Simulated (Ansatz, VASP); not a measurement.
## SiC: VASP beside Ansatz

The input POSCAR:

```
SiC
1.0
    3.0775550346      0.0000000001      0.0000000000
   -1.5387775174      2.6652408415      0.0000000000
    0.0000000000      0.0000000000     10.0767227875
Si C
4 4
Direct
    0.0000000000      0.0000000000     -0.0001405664
    0.3333333333      0.6666666667      0.2499083814
    0.0000000000      0.0000000000      0.4998594336
    0.6666666667      0.3333333333      0.7499083814
    0.0000000000      0.0000000000      0.1872833956
    0.3333333333      0.6666666667      0.4379487895
    0.0000000000      0.0000000000      0.6872833956
    0.6666666667      0.3333333333      0.9379487895
```

File INCAR.step1:

```
SYSTEM = SiC
ALGO = Normal ; EDIFF = 1E-4
ENCUT = 520 ; GGA = PE
ISMEAR = 0 ; LASPH = .True.
LCHARG = .False. ; LREAL = .False.
LWAVE = .True. ; NBANDS = 26
NELM = 80 ; PREC = Accurate
SIGMA = 0.01
```

The input INCAR.step2:

```
SYSTEM = SiC
ALGO = Normal ; EDIFF = 1E-6
ENCUT = 520 ; ISIF = 2
ISMEAR = 0 ; ISTART = 1
LASPH = .True. ; LCHARG = .True.
LELF = .True. ; LMIXTAU = .True.
LREAL = .False. ; LVHAR = .True.
LWAVE = .False. ; METAGGA = R2SCAN
NBANDS = 26 ; NELM = 80
PREC = Accurate ; SIGMA = 0.01
```

KPOINTS

```
k-points
0
Gamma
  9 9 2
  0 0 0
```

Input for Ansatz:

```yaml
crystal:
  lattice:
    - [3.0775550346, 1.0e-10, 0.0]
    - [-1.5387775174, 2.6652408415, 0.0]
    - [0.0, 0.0, 10.0767227875]
  atoms:
    - { symbol: Si, position: [0.0, 0.0, -0.0001405664] }
    - { symbol: Si, position: [0.3333333333, 0.6666666667, 0.2499083814] }
    - { symbol: Si, position: [0.0, 0.0, 0.4998594336] }
    - { symbol: Si, position: [0.6666666667, 0.3333333333, 0.7499083814] }
    - { symbol: C, position: [0.0, 0.0, 0.1872833956] }
    - { symbol: C, position: [0.3333333333, 0.6666666667, 0.4379487895] }
    - { symbol: C, position: [0.0, 0.0, 0.6872833956] }
    - { symbol: C, position: [0.6666666667, 0.3333333333, 0.9379487895] }
kpoints:
  mp_grid: { grid: [9, 9, 2] }
hamiltonian:
  xc: r2scan
scf:
  occupations: { method: fixed }
  n_extra_bands: 6
output:
  forces: true
  stress: true
  eigenvalues: true
```

Alike in both runs: task single point; functional r2SCAN; k mesh 9 × 9 × 2; no spin polarisation.

```csv
,VASP,Ansatz
version,VASP 6.6.1,Ansatz 0.2.0
potentials or method,"VASP PAW PBE potentials, release 64 (Si, C)","plane waves, PAW"
plane-wave cutoff (eV),520,500
occupations,"gaussian, width 0.01 eV",fixed
valence electrons in the cell,32,32
```

|  | VASP | Ansatz | Ansatz less VASP |
| --- | --- | --- | --- |
| gap on the k mesh at the Fermi level (eV) | 2.73 | 2.72 | -0.011 |
| pressure (GPa) | -0.2 | 0.0 | +0.19 |

VASP's potentials were made for PBE, not for r2SCAN.
